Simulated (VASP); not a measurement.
# Ta3HC4 in VASP: relaxation of the atoms with PBEsol

Aim: the relaxation of the atoms of Ta3HC4 with PBEsol.

All numbers are computed with VASP 6.6.1; they aren't measurements. Logs are shortened: lines on timing, memory, paths and dates and some standing lists are left out, and cuts for length are marked.

## (1) The cell of the first run

The cell holds a slab with vacuum, 8 atoms: a = 3.139 Å, b = 3.139 Å, c = 26.508 Å, α = 90.00°, β = 90.00°, γ = 120.00°.

## (2) Relaxation of the atoms, PBEsol

Input file INCAR:

```
PREC = Accurate ; ENCUT = 520
EDIFF = 1E-7 ; ISMEAR = 0
SIGMA = 0.1 ; LREAL = F
LASPH = T ; NELM = 120
ALGO = Normal ; ISIF = 2
LWAVE = F ; LCHARG = F
LDIPOL = T ; IDIPOL = 3
DIPOL = 0.5 0.5 0.499 ; GGA = PS
IBRION = 2 ; NSW = 90
EDIFFG = -0.03 ; GGA_COMPAT = F
NELMIN = 4 ; NELMDL = -8
```

Input file KPOINTS:

```
Automatic mesh
0
Gamma
  9 9 1
```

Input file POSCAR:

```
Ta3HC4
1.0
    3.1393032032      0.0000000000      0.0000000000
   -1.5696516016      2.7187163241      0.0000000000
    0.0000000000      0.0000000000     26.5080758298
C Ta H
4 3 1
Selective dynamics
Direct
    0.3333333333      0.6666666667      0.3206569973  F F F
    0.0000000000      0.0000000000      0.4173532022  F F F
    0.6666666667      0.3333333333      0.5158297939  T T T
    0.0000000000      0.0000000000      0.6515893994  T T T
    0.6666666667      0.3333333333      0.3690050997  F F F
    0.3333333333      0.6666666667      0.4664262615  T T T
    0.0000000000      0.0000000000      0.5587874920  T T T
    0.0000000000      0.0000000000      0.6930861873  T T T
```

Potentials or basis: VASP PAW PBE potentials, release 64 (C, Ta_pv, H).

Started as:

```bash
$ cat potpaw_PBE.64/C/POTCAR potpaw_PBE.64/Ta_pv/POTCAR potpaw_PBE.64/H/POTCAR > POTCAR
$ mpirun -np 1 vasp_std > vasp.out
```

OUTCAR:

```text
PREC = Accurate
   ENCUT = 520
   EDIFF = 1E-7
   ISMEAR = 0
   LREAL = F
   LASPH = T
   NELM = 120
   ISIF = 2
   GGA = PS
   IBRION = 2
   NSW = 90
   EDIFFG = -0.03
   NELMIN = 4
   NELMDL = -8

 ion  position               nearest neighbor table
   1  0.333  0.667  0.321-   5 2.22   5 2.22   5 2.22
   2  0.000  0.000  0.417-   5 2.22   5 2.22   5 2.22   6 2.23   6 2.23   6 2.23
   3  0.667  0.333  0.516-   7 2.14   7 2.14   7 2.14   6 2.24   6 2.24   6 2.24
   4  0.000  0.000  0.652-   8 1.10   7 2.46
   5  0.667  0.333  0.369-   1 2.22   1 2.22   1 2.22   2 2.22   2 2.22   2 2.22   6 3.16   6 3.16
                             6 3.16
   6  0.333  0.667  0.466-   2 2.23   2 2.23   2 2.23   3 2.24   3 2.24   3 2.24   7 3.05   7 3.05
                             7 3.05   5 3.16   5 3.16   5 3.16
   7  0.000  0.000  0.559-   3 2.14   3 2.14   3 2.14   4 2.46   6 3.05   6 3.05   6 3.05
   8  0.000  0.000  0.693-   4 1.10

  LATTYP: Found a hexagonal cell.
 ALAT       =     3.1393032032
 C/A-ratio  =     8.4439361584

  Lattice vectors:

 A1 = (   3.1393032032,   0.0000000000,   0.0000000000)
 A2 = (  -1.5696516016,   2.7187163241,   0.0000000000)
 A3 = (   0.0000000000,   0.0000000000,  26.5080758298)

Analysis of symmetry for initial positions (statically):
=====================================================================
 Subroutine PRICEL returns:
 Original cell was already a primitive cell.

 Routine SETGRP: Setting up the symmetry group for a
 hexagonal supercell.

 Subroutine GETGRP returns: Found  6 space group operations
 (whereof  6 operations were pure point group operations)
 out of a pool of 24 trial point group operations.

The static configuration has the point symmetry C_3v.

Analysis of symmetry for dynamics (positions and initial velocities):
=====================================================================
 Subroutine PRICEL returns:
 Original cell was already a primitive cell.

 Routine SETGRP: Setting up the symmetry group for a
 hexagonal supercell.

 Subroutine GETGRP returns: Found  6 space group operations
 (whereof  6 operations were pure point group operations)
 out of a pool of 24 trial point group operations.

The dynamic configuration has the point symmetry C_3v.

Analysis of constrained symmetry for selective dynamics:
=====================================================================
 Subroutine PRICEL returns:
 Original cell was already a primitive cell.

 Routine SETGRP: Setting up the symmetry group for a
 hexagonal supercell.

 Subroutine GETGRP returns: Found  6 space group operations
 (whereof  6 operations were pure point group operations)
 out of a pool of 24 trial point group operations.

The constrained configuration has the point symmetry C_3v.

 Subroutine INISYM returns: Found  6 space group operations
 (whereof  6 operations are pure point group operations),
 and found     1 'primitive' translations

----------------------------------------------------------------------------------------

                                     Primitive cell

  volume of cell :     226.2431

  direct lattice vectors                    reciprocal lattice vectors
     3.139303203  0.000000000  0.000000000     0.318542025  0.183910324  0.000000000
    -1.569651602  2.718716324  0.000000000     0.000000000  0.367820648  0.000000000
     0.000000000  0.000000000 26.508075830     0.000000000  0.000000000  0.037724353

  length of vectors
     3.139303203  3.139303203 26.508075830     0.367820648  0.367820648  0.037724353

  position of ions in fractional coordinates (direct lattice)
     0.333333333  0.666666667  0.320656997
     0.000000000  0.000000000  0.417353202
     0.666666667  0.333333333  0.515829794
     0.000000000  0.000000000  0.651589399
     0.666666667  0.333333333  0.369005100
     0.333333333  0.666666667  0.466426261
     0.000000000  0.000000000  0.558787492
     0.000000000  0.000000000  0.693086187

  ion indices of the primitive-cell ions
[... 39 lines left out ...]
  0.111111  0.000000  0.000000      6.000000
  0.222222  0.000000  0.000000      6.000000
  0.333333  0.000000  0.000000      6.000000
  0.444444  0.000000  0.000000      6.000000
  0.111111  0.111111  0.000000      6.000000
  0.222222  0.111111  0.000000     12.000000
  0.333333  0.111111  0.000000     12.000000
  0.444444  0.111111  0.000000      6.000000
  0.222222  0.222222  0.000000      6.000000
  0.333333  0.222222  0.000000     12.000000
  0.333333  0.333333  0.000000      2.000000
   k-points           NKPTS =     12   k-points in BZ     NKDIM =     12   number of bands    NBANDS=     30
   number of dos      NEDOS =    301   number of ions     NIONS =      8
   total plane-waves  NPLWV = 115200
   dimension x,y,z NGX =    24 NGY =   24 NGZ =  200
   dimension x,y,z NGXF=    48 NGYF=   48 NGZF=  400
   ions per type =               4   3   1
   NGX,Y,Z   is equivalent  to a cutoff of  12.71, 12.71, 12.54 a.u.
   NGXF,Y,Z  is equivalent  to a cutoff of  25.42, 25.42, 25.09 a.u.
 SYSTEM =  unknown system
   PREC   = accura    normal or accurate (medium, high low for compatibility)
   ISTART =      0    job   : 0-new  1-cont  2-samecut
   ICHARG =      2    charge: 1-file 2-atom 10-const
   ISPIN  =      1    spin polarized calculation?
   LNONCOLLINEAR =      F non collinear calculations
   LSORBIT =      F    spin-orbit coupling
   LASPH  =      T    aspherical Exc in radial PAW
   ENCUT  =  520.0 eV  38.22 Ry    6.18 a.u.   5.84  5.84 49.29*2*pi/ulx,y,z
   NELM   =    120;   NELMIN=  4; NELMDL= -8     # of ELM steps
   EDIFF  = 0.1E-06   stopping-criterion for ELM
   LREAL  =      F    real-space projection
   EDIFFG = -.3E-01   stopping-criterion for IOM
   NSW    =     90    number of steps for IOM
   IBRION =      2    ionic relax: 0-MD 1-quasi-New 2-CG
   NFREE  =      1    steps in history (QN), initial steepest desc. (CG)
   ISIF   =      2    stress and relaxation
   ISYM   =      2    0-nonsym 1-usesym 2-fastsym
   POTIM  = 0.5000    time-step for ionic-motion
   TEBEG  =    0.0;   TEEND  =   0.0 temperature during run
   PSTRESS=    0.0 pullay stress
   NELECT =      50.0000    total number of electrons
   NUPDOWN=      -1.0000    fix difference up-down
   EMIN   =  10.00;   EMAX   =-10.00  energy-range for DOS
   EFERMI =   0.00;   METHOD = LEGACY
   ISMEAR =     0;   SIGMA  =   0.10  broadening in eV -4-tet -1-fermi 0-gaus
   EFERMI_NEDOS =   21; number of points for ismear=-14 and -15
   IALGO  =     38    algorithm
   IMIX   =      4    mixing-type and parameters
     AMIX     =   0.40;   BMIX     =  1.00
     AMIX_MAG =   1.60;   BMIX_MAG =  1.00
  volume/ion in A,a.u.               =      28.28       190.85
  Fermi-wavevector in a.u.,A,eV,Ry     =   0.989782  1.870417 13.329208  0.979669
  Thomas-Fermi vector in A             =   2.121406
   LORBIT       =      0    0 simple, 1 ext, 2 COOP (PROOUT), +10 PAW based schemes
   GGA     = PS    functional components
   LHFCALC =     F    Hartree Fock is set to
   AEXX    =    0.0000 exact exchange contribution
   IVDW    =     0    specifies the selected vdW correction
   LEPSILON=     F    determine dielectric tensor
   LRPA    =     F    only Hartree local field effects (RPA)
 conjugate gradient relaxation of ions
 non-spin polarized calculation
 Gauss-broadening in eV      SIGMA  =   0.10
  energy-cutoff  :      520.00
  volume of cell :      226.24
 maximum number of plane-waves:      6126
 NGX is ok and might be reduce to    24
   NGX = 11   NGY = 11   NGZ = 99

--------------------------------------- Ionic step        1  -------------------------------------------

 number of electron      49.9999998 magnetization

 Free energy of the ion-electron system (eV)
  ---------------------------------------------------
  ext. energy  EPLUGINS =         0.00000000
  ---------------------------------------------------
  free energy    TOTEN  =       -74.94577856 eV

  energy without entropy =      -74.91190854  energy(sigma->0) =      -74.92884355

------------------------ aborting loop because EDIFF is reached ----------------------------------------

  FORCE on cell =-STRESS in cart. coord.  units (eV):
  Direction    XX          YY          ZZ          XY          YZ          ZX
  --------------------------------------------------------------------------------------
  -------------------------------------------------------------------------------------
  Total       -3.4450303     -3.4450303    -10.9464227     -0.0000000      0.0000000     -0.0000000
  in kB      -24.3965417    -24.3965417    -77.5188702     -0.0000000      0.0000000     -0.0000000
  external PRESSURE =     -42.1039845 kB  Pullay stress =       0.0000000 kB
[... 107 lines left out ...]
  FREE ENERGIE OF THE ION-ELECTRON SYSTEM (eV)
  ---------------------------------------------------
  free  energy   TOTEN  =       -75.5480864601 eV

  energy  without entropy=      -75.5113681189  energy(sigma->0) =      -75.52972729

 dipolmoment           0.000000      0.000000      0.053797 electrons x Angstroem

[... ionic steps 4 to 22 ...]

--------------------------------------- Ionic step       23  -------------------------------------------

 number of electron      49.9999997 magnetization

------------------------ aborting loop because EDIFF is reached ----------------------------------------
[... 79 lines left out ...]
--------------------------------------- Ionic step       25  -------------------------------------------

 number of electron      49.9999997 magnetization

 dipolmoment           0.000000      0.000000     -0.166535 electrons x Angstroem

 Free energy of the ion-electron system (eV)
  ---------------------------------------------------
  ext. energy  EPLUGINS =         0.00000000
  ---------------------------------------------------
  free energy    TOTEN  =       -76.31544538 eV

  energy without entropy =      -76.28741782  energy(sigma->0) =      -76.30143160

 E-fermi :  -0.8225     XC(G=0):  -5.2779

 val. band max:       -0.8336166111   @ k =   0.1111   0.1111   0.0000
 cond. band min:      -0.7673079966   @ k =   0.2222   0.2222   0.0000
 fundamental gap:      0.0663086146
 Fermi energy:        -0.8224730447

 k-point     1 :       0.0000    0.0000    0.0000
  band No.  band energies     occupation
      1     -36.0851      2.00000
      2     -35.6465      2.00000
      3     -35.6465      2.00000
      4     -35.2700      2.00000
      5     -35.0673      2.00000
      6     -35.0591      2.00000
[... 385 lines left out ...]
     29       1.4022      0.00000
     30       1.8600      0.00000

------------------------ aborting loop because EDIFF is reached ----------------------------------------

 vacuum level on the upper side and lower side of the slab       (xc-potential included)        -1.771         1.683

  FORCE on cell =-STRESS in cart. coord.  units (eV):
  Direction    XX          YY          ZZ          XY          YZ          ZX
  --------------------------------------------------------------------------------------
  -------------------------------------------------------------------------------------
  Total       -1.0716672     -1.0716672     -3.4744675     -0.0000000      0.0000000      0.0000000
  in kB       -7.5891853     -7.5891853    -24.6050057     -0.0000000      0.0000000      0.0000000
  external PRESSURE =     -13.2611254 kB  Pullay stress =       0.0000000 kB
[... 23 lines left out ...]
  FREE ENERGIE OF THE ION-ELECTRON SYSTEM (eV)
  ---------------------------------------------------
  free  energy   TOTEN  =       -76.3154453756 eV

  energy  without entropy=      -76.2874178167  energy(sigma->0) =      -76.30143160

 reached required accuracy - stopping structural energy minimisation

 vacuum level on the upper side and lower side of the slab         2.378         5.902
```

It took 57 min on 1 thread of Oxide Virtual Turin-like, shared host; peak memory 0.35 GiB.

What came out:

* Free energy: -76.3154 eV
* Energy gained by relaxing: 171.2 meV/atom
* Ionic steps: 25
* Band gap on the k mesh: 0.01 eV (least direct gap 0.14 eV)

The path:
| step | energy change (eV) | largest force on free atoms (eV/Å) | pressure (GPa) |
| --- | --- | --- | --- |
| 1 | 0.0000 | 3.7307 | -4.21 |
| 2 | -0.5996 | 3.6410 | -5.80 |
| 3 | -0.6023 | 3.4997 | -5.81 |
| 4 | -0.9437 | 2.9120 | -4.55 |
| 5 | -0.9598 | 2.4467 | -4.90 |
| 6 | -0.5604 | 9.9383 | -3.45 |
| 7 | -1.1221 | 1.2042 | -4.63 |
| 8 | -1.2145 | 0.9201 | -4.38 |
| 9 | -1.2333 | 0.7199 | -4.11 |
| 10 | -1.2539 | 0.9299 | -3.67 |
| 11 | -1.2543 | 0.8668 | -3.73 |
| 12 | -1.2728 | 0.5525 | -3.46 |
| 13 | -1.2856 | 0.8260 | -2.97 |
| 14 | -1.3050 | 0.5354 | -2.78 |
| 15 | -1.3389 | 0.8765 | -2.17 |
| 16 | -1.3423 | 1.0696 | -1.88 |
| 17 | -1.3545 | 0.5532 | -1.73 |
| 18 | -1.3610 | 0.3778 | -1.50 |
| 19 | -1.3646 | 0.2582 | -1.45 |
| 20 | -1.3690 | 0.1523 | -1.31 |
| 21 | -1.3694 | 0.0660 | -1.31 |
| 22 | -1.3694 | 0.0718 | -1.32 |
| 23 | -1.3695 | 0.0407 | -1.32 |
| 24 | -1.3696 | 0.0317 | -1.33 |
| 25 | -1.3697 | 0.0273 | -1.33 |

Final structure:
```
C Ta H
1.0
     3.13930    0.00000    0.00000
    -1.56965    2.71872    0.00000
     0.00000    0.00000   26.50808
C Ta H
4 3 1
Cartesian
  0.0000 1.8125 8.5000
  0.0000 0.0000 11.0632
  1.5697 0.9062 13.6712
  -1.5697 2.7187 16.8012
  1.5697 0.9062 9.7816
  0.0000 1.8125 12.3656
  0.0000 0.0000 14.8579
  0.0000 0.0000 17.9030
```

Caveat: the smearing spreads over this small gap; the PAW data sets were made with another functional, which shifts forces and pressure a little; spin-orbit coupling is left out, which moves the levels of the heavy elements.

The gap in the log of VASP goes by the Fermi energy; the results here count the filled bands.